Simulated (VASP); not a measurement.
KI, 2 atoms in the cell. The structure is cubic, space group Pm-3m (No. 221). The conventional cell has a = 4.371 Å, b = 4.371 Å, c = 4.371 Å, α = 90.00°, β = 90.00°, γ = 90.00°. Within 5.0 Å of K (site symmetry m-3m) lie 8 I at 3.79 Å and 6 K at 4.37 Å. Within 5.0 Å of I (site symmetry m-3m) lie 8 K at 3.79 Å and 6 I at 4.37 Å.  This cell differs from its parent crystal: strain +1.9%.

| Item | Value |
| --- | --- |
| Program | VASP 6.6.1 |
| Task | single point |
| Functional | HSE06 |
| Potentials or basis | VASP PAW PBE potentials, release 64 (K_sv, I) |
| Cutoff | 520 eV |
| k mesh | 4 × 4 × 4 |
| Occupations | gaussian, width 0.01 eV |
| Spin | no spin polarisation |
| Dipole correction | no |
| Grid for exact exchange (PRECFOCK) | Normal |
| Further INCAR settings | ALGO = Normal; EDIFF = 1e-06; NBANDS = 15 |
| Share of exact exchange | 0.25 |
| Screening parameter | 0.2079 1/Å |

Potentials or basis: VASP PAW PBE potentials, release 64 (K_sv, I).

The run is started by

```sh
$ cat potpaw_PBE.64/K_sv/POTCAR potpaw_PBE.64/I/POTCAR > POTCAR
$ cp INCAR.step1 INCAR
$ mpirun -np 1 vasp_std > vasp.out
$ cp INCAR.step2 INCAR
$ mpirun -np 1 vasp_std > vasp.out
```

Hardware: 1 thread of Intel(R) Xeon(R) 6975P-C (Granite Rapids), on a shared host.

Q: Estimate the wall time of this run.

A: It took 4.9 min on 1 thread of Intel(R) Xeon(R) 6975P-C (Granite Rapids), on a shared host, peak memory 0.32 GiB. Counts: k points 10.
